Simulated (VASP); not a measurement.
Wanted: the native input for a VASP 6.6.1 run.

- Task: single point
- Functional: r2SCAN
- Potentials or basis: VASP PAW PBE potentials, release 64 (Si)
- Cutoff: 520 eV
- k mesh: 8 × 8 × 8
- Occupations: gaussian, width 0.05 eV
- Spin: no spin polarisation
- Dipole correction: no
- Further INCAR settings: ALGO = Normal; EDIFF = 1e-06; NBANDS = 11

The system is Si.

```
Si
1.0
     0.00000    2.50434    2.83099
     2.50434    0.00000    2.83099
     2.50434    2.50434    0.00000
Si
2
Direct
  0.50000 0.50000 0.50000
  0.75000 0.75000 0.75000
```

This cell differs from its parent crystal: strain -0.080 along x and y, +0.040 along z.

These files were run (other wordings do the same):

POSCAR

```
Si
1.0
    0.0000000000      2.5043369141      2.8309895551
    2.5043369141      0.0000000000      2.8309895551
    2.5043369141      2.5043369141      0.0000000000
Si
2
Direct
    0.5000000000      0.5000000000      0.5000000000
    0.7500000000      0.7500000000      0.7500000000
```

INCAR.step1

```
PREC = Accurate
ENCUT = 520
ISMEAR = 0
SIGMA = 0.05
LREAL = F
LASPH = T
NELM = 80
NBANDS = 11
GGA = PE
ALGO = Normal
EDIFF = 1E-4
LWAVE = T
LCHARG = F
```

INCAR.step2

```
PREC = Accurate
ENCUT = 520
EDIFF = 1E-6
ISMEAR = 0
SIGMA = 0.05
LREAL = F
LASPH = T
NELM = 80
ALGO = Normal
ISIF = 2
LWAVE = F
LCHARG = F
METAGGA = R2SCAN
LMIXTAU = T
NBANDS = 11
ISTART = 1
```

KPOINTS

```
Automatic mesh
0
Gamma
  8 8 8
```

Potentials or basis: VASP PAW PBE potentials, release 64 (Si).

Run with:

```console
$ cat potpaw_PBE.64/Si/POTCAR > POTCAR
$ cp INCAR.step1 INCAR
$ mpirun -np 1 vasp_std > vasp.out
$ cp INCAR.step2 INCAR
$ mpirun -np 1 vasp_std > vasp.out
```

It gave:

| Quantity | Value |
| --- | --- |
| Pressure | 14.9 GPa |
| Band gap on the k mesh | zero (bands 4 and 5 overlap by 0.15 eV) |

Caveat: the cell differs from its parent crystal (strain -0.080 along x and y, +0.040 along z); the cell stands under pressure; semilocal functionals underestimate gaps, so a narrow gap can read as zero; the PAW data sets were made with another functional, which shifts forces and pressure a little.

Run time: 100 s on 1 thread of Intel Xeon 8259CL (shared host), peak memory 0.16 GiB.
